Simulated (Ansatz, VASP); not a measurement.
# AlN: VASP beside Ansatz

File INCAR:

```
SYSTEM = AlN
PREC = Accurate
ENCUT = 600
EDIFF = 1E-6
ISMEAR = 0
SIGMA = 0.02
LREAL = .False.
LASPH = .True.
NELM = 120
ALGO = Normal
ISIF = 2
LWAVE = .False.
LCHARG = .True.
GGA = PS
LELF = .True.
LVHAR = .True.
NBANDS = 46
GGA_COMPAT = .False.
```

KPOINTS

```
regular mesh
0
Gamma
  3 3 2
  0 0 0
```

POSCAR

```
AlN
1.0
    6.2259999977      0.0000000000      0.0000000000
   -3.1129999989      5.3918741620      0.0000000000
    0.0000000000      0.0000000000      4.9810000000
Al N
8 8
Direct
    0.1666666667      0.3333333333      0.0000000000
    0.3333333333      0.1666666667      0.5000000000
    0.1666666667      0.8333333333      0.0000000000
    0.3333333333      0.6666666667      0.5000000000
    0.6666666667      0.3333333333      0.0000000000
    0.8333333333      0.1666666667      0.5000000000
    0.6666666667      0.8333333333      0.0000000000
    0.8333333333      0.6666666667      0.5000000000
    0.1666666667      0.3333333333      0.3800000000
    0.3333333333      0.1666666667      0.8800000000
    0.1666666667      0.8333333333      0.3800000000
    0.3333333333      0.6666666667      0.8800000000
    0.6666666667      0.3333333333      0.3800000000
    0.8333333333      0.1666666667      0.8800000000
    0.6666666667      0.8333333333      0.3800000000
    0.8333333333      0.6666666667      0.8800000000
```

Input for Ansatz:

```yaml
crystal:
  lattice:
    - [3.113, 0.0, 0.0]
    - [-1.5565, 2.69593708, 0.0]
    - [0.0, 0.0, 4.981]
  atoms:
    - { symbol: Al, position: [0.3333333339515476, 0.6666666679030951, 0.0] }
    - { symbol: Al, position: [0.6666666660484525, 0.33333333209690486, 0.5] }
    - { symbol: "N", position: [0.3333333339515476, 0.6666666679030951, 0.38] }
    - { symbol: "N", position: [0.6666666660484525, 0.33333333209690486, 0.88] }
  supercell: [2, 2, 1]
kpoints:
  mp_grid:
    grid: [3, 3, 2]
hamiltonian:
  xc: pbesol
  pseudopotentials:
    kind: paw
scf:
  occupations:
    method: gaussian
    width: 0.02
output:
  eigenvalues: true
```

Alike in both runs: task single point; functional PBEsol; k mesh 3 × 3 × 2; occupations gaussian, width 0.02 eV; no spin polarisation.

```csv
,VASP,Ansatz
version,VASP 6.6.1,Ansatz 0.2.0
potentials or method,"VASP PAW PBE potentials, release 64 (Al, N)","plane waves, PAW"
plane-wave cutoff (eV),600,420
valence electrons in the cell,64,64
```

```tsv
	VASP	Ansatz	Ansatz less VASP
gap on the k mesh at the Fermi level (eV)	4.15	4.13	-0.017
```

VASP's potentials were made for PBE, not for PBEsol. With one functional, cell and mesh, what is left measures potentials, basis and numerics.

The k mesh is coarse, so the values compare programs but aren't converged.
